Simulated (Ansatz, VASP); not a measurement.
# BP: VASP beside Ansatz

```
CELL_PARAMETERS angstrom
0.00000 2.26000 2.26000
2.26000 0.00000 2.26000
2.26000 2.26000 0.00000
ATOMIC_POSITIONS crystal
B 0.00000 0.00000 0.00000
P 0.25000 0.25000 0.25000
```

Alike in both runs: task single point; functional PBE; k mesh 10 × 10 × 10; occupations gaussian, width 0.02 eV; no spin polarisation.

```csv
,VASP,Ansatz
version,VASP 6.6.1,Ansatz 0.2.0
potentials or method,"VASP PAW PBE potentials, release 64 (B, P), cutoff 500 eV","scalar-relativistic, plane waves, PAW"
valence electrons in the cell,8,8
```

Ansatz gave:

```
gap on the k mesh at the Fermi level (eV) : 1.23
least direct gap on the mesh (eV)         : 3.42
pressure (GPa)                            : 3.1
```

Estimate VASP's values.

gap on the k mesh at the Fermi level (eV): 1.22; least direct gap on the mesh (eV): 3.42; pressure (GPa): 2.9.

With one functional, cell and mesh, what is left measures potentials, basis and numerics.
